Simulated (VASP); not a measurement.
Input of a VASP 6.6.1 run:

File INCAR:

```
ALGO = Normal
EDIFF = 1E-6
ENCUT = 520
GGA = PE
ISIF = 2
ISMEAR = -1
LASPH = True
LCHARG = True
LELF = True
LREAL = Auto
LVHAR = True
LWAVE = False
NBANDS = 90
NELECT = 134.0
NELM = 60
PREC = Accurate
SIGMA = 0.01
```

KPOINTS

```
Automatic mesh
0
Gamma
  2 2 2
  0.5 0.5 0.5
```

POSCAR

```
NaSi16C16
1.0
    6.1879230300      0.0000000600      0.0000000000
   -3.0939615600      5.3588985100      0.0000000000
    0.0000000000      0.0000000000     10.1287833600
Si C Na
16 16 1
Direct
    0.3348282500      0.1650594600      0.9372849000
    0.1659564700      0.3336102200      0.4361814600
    0.0104501600      0.0040598500      0.6819006800
   -0.0011464900      0.0005093100      0.1885578800
    0.3107325700      0.6525754900      0.9454767700
    0.1660919600      0.8351292200      0.4361537100
   -0.0001315100      0.4989451200      0.6807434500
   -0.0013710400      0.5006983600      0.1990884000
    0.8475050500      0.1890285200      0.9454912700
    0.6645344400      0.3334948600      0.4361325900
    0.4960070600      0.0026096500      0.6818505600
    0.4991041600      0.0003517500      0.1884773600
    0.8457624400      0.6542718400      0.9459144300
    0.6656244800      0.8339865000      0.4365372000
    0.4948654400      0.4884698300      0.6818965300
    0.4987989700      0.5005723100      0.1885319300
    0.3350578900      0.1640308100      0.7497337200
    0.1656462600      0.3337383700      0.2504883600
    0.0001339500      0.0003119500      0.4985287100
    0.0006856100     -0.0005055700      0.0007242400
    0.3223044500      0.6574494000      0.7483747900
    0.1660260800      0.8372873200      0.2505056900
   -0.0002872400      0.5001131000      0.4964963400
    0.0002203500      0.4996473000      0.0142317900
    0.8412777800      0.1764882100      0.7483301700
    0.6621805500      0.3334594600      0.2505339000
    0.4997051700      0.0001925500      0.4983332600
    0.5007657200     -0.0010079200      0.0007756200
    0.8396021100      0.6595505800      0.7486050500
    0.6647759900      0.8346447700      0.2497214600
    0.4994736300      0.4995969300      0.4985110900
    0.5003000500      0.4993396400      0.0006210200
   -0.3323501000     -0.1682263700      0.8428060200
```

Potentials or basis: VASP PAW PBE potentials, release 64 (Si, C, Na_pv).

The run is started by

```console
$ cat potpaw_PBE.64/Si/POTCAR potpaw_PBE.64/C/POTCAR potpaw_PBE.64/Na_pv/POTCAR > POTCAR
$ mpirun -np 1 vasp_std > vasp.out
```

(1) Estimate the largest force.

## Answers

(1) 0.244 eV/Å.

Caveat: the k points lie up to 0.59 Å⁻¹ apart; the cell carries a net charge on a neutralising background, which shifts energy and pressure.
